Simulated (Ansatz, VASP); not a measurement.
# Cu in VASP and in Ansatz

The input INCAR:

```
ALGO = Normal ; EDIFF = 1E-6
ENCUT = 520 ; ISIF = 2
ISMEAR = -1 ; LASPH = T
LCHARG = T ; LELF = T
LREAL = F ; LVHAR = T
LWAVE = F ; NBANDS = 12
NELM = 60 ; PREC = Accurate
SIGMA = 0.3
```

KPOINTS

```
k-points
0
Gamma
  15 15 15
```

The input POSCAR:

```
Cu
1.0
    0.0000000000      1.7588202533      1.7588202533
    1.7588202533      0.0000000000      1.7588202533
    1.7588202533      1.7588202533      0.0000000000
Cu
1
Direct
    0.0000000000      0.0000000000      0.0000000000
```

Input for Ansatz:

```yaml
crystal:
  lattice:
    - [0.0, 1.7588202533, 1.7588202533]
    - [1.7588202533, 0.0, 1.7588202533]
    - [1.7588202533, 1.7588202533, 0.0]
  atoms:
    - { symbol: Cu, position: [0.0, 0.0, 0.0] }
hamiltonian:
  xc: lda
  pseudopotentials:
    kind: paw
    azcp:
      Cu: "pseudopotentials/Cu.paw.azcp"
basis:
  ecutwfc: 420
  fft_grid_basis: typed
kpoints:
  mp_grid: { grid: [15, 15, 15], shift: [0, 0, 0] }
magnetization:
  spin_polarized: false
scf:
  occupations: { method: fermi_dirac, width: 0.3 }
  lower_state_search: "off"
output:
  stress: true
```

Alike in both runs: task single point; functional LDA; k mesh 15 × 15 × 15; occupations fermi-dirac, width 0.3 eV; no spin polarisation.

|  | VASP | Ansatz |
| --- | --- | --- |
| version | VASP 6.6.1 | Ansatz 0.2.0 |
| potentials or method | VASP PAW LDA potentials, release 64 (Cu), cutoff 520 eV | plane waves (420 eV) with PAW, scalar-relativistic |
| valence electrons in the cell | 11 | 19 |

|  | VASP | Ansatz | Ansatz less VASP |
| --- | --- | --- | --- |
| pressure (GPa) | 1.4 | 0.6 | -0.82 |

Ansatz warns that its potentials were made for another functional, while VASP's fit it. LDA's correlation is that of Perdew and Zunger in VASP and of Perdew and Wang (1992) in Ansatz. VASP's potentials hold 11 valence electrons a cell and Ansatz's 19, so a difference there can come from the potentials and not from the codes.
